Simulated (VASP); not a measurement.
Pd, 2 atoms in the cell. The typed cell holds 2 atoms: a = 4.401 Å, b = 4.401 Å, c = 2.609 Å, α = 90.00°, β = 90.00°, γ = 145.88°. 

| Property | Result |
| --- | --- |
| Program | VASP 6.6.1 |
| Task | single point |
| Functional | PBE |
| Potentials or basis | VASP PAW PBE potentials, release 64 (Pd) |
| Cutoff | 500 eV |
| k mesh | 14 × 14 × 13 |
| Occupations | fermi-dirac, width 0.1 eV |
| Spin | no spin polarisation |
| Dipole correction | no |
| Further INCAR settings | ALGO = Normal; EDIFF = 1e-06; NBANDS = 17 |

Potentials or basis: VASP PAW PBE potentials, release 64 (Pd).

The run is started by

```sh
$ cat potpaw_PBE.64/Pd/POTCAR > POTCAR
$ mpirun -np 1 vasp_std > vasp.out
```

Hardware: 1 thread of Oxide Virtual Turin-like Processor, on a shared host.

Estimate the wall time of this run.

Wall time 8.2 min on 1 thread of Oxide Virtual Turin-like Processor, on a shared host, peak memory 0.33 GiB. Counts: scf iterations 12, k points 687.
